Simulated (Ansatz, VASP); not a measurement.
## InP: VASP beside Ansatz

```
In P
1.0
     0.00000    2.95472    2.95472
     2.95472    0.00000    2.95472
     2.95472    2.95472    0.00000
In P
1 1
Direct
  0.00000 0.00000 0.00000
  0.75000 0.75000 0.75000
```

Change from the starting cell: volume scaled by 1.025, PAW files.

Alike in both runs: task electric field gradients; functional PBE; k mesh 11 × 11 × 11; occupations fermi-dirac, width 0.03 eV; no spin polarisation.

|  | VASP | Ansatz |
| --- | --- | --- |
| version | VASP 6.6.1 | Ansatz 0.2.0 |
| potentials or method | VASP PAW PBE potentials, release 64 (In_d, P) | PAW with Ansatz's default frozen-core files, scalar-relativistic |
| plane-wave cutoff (eV) | 520 | 420 |
| valence electrons in the cell | 18 | 18 |

```tsv
	VASP	Ansatz	Ansatz less VASP
pressure (GPa)	1.5	1.6	+0.05
```

With one functional, cell and mesh, what is left measures potentials, basis and numerics.
